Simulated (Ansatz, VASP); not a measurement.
# Two plane-wave programs on Zn

```
Zn
1.0
     0.00000    1.91382    1.91382
     1.91382    0.00000    1.91382
     1.91382    1.91382    0.00000
Zn
1
Direct
  0.00000 0.00000 0.00000
```

Alike in both runs: functional PBEsol; k mesh 10 × 10 × 10; occupations gaussian, width 0.1 eV; no spin polarisation.

Ansatz relaxed the structure, and its values are those at the end. VASP's run is a single point on that final structure, the one shown.

|  | VASP | Ansatz |
| --- | --- | --- |
| version | VASP 6.6.1 | Ansatz 0.2.0 |
| potentials or method | VASP PAW PBE potentials, release 64 (Zn), cutoff 520 eV | scalar-relativistic, plane waves, PAW |
| valence electrons in the cell | 12 | 12 |

Ansatz gave:

- gap on the k mesh at the Fermi level (eV): none
- pressure (GPa): 0.3

Question: Estimate VASP's values.

Answer: gap on the k mesh at the Fermi level (eV): none; pressure (GPa): 0.8.

VASP's potentials were made for PBE, not for PBEsol. A gap of «none» marks a metal or a gap that the smearing closes.
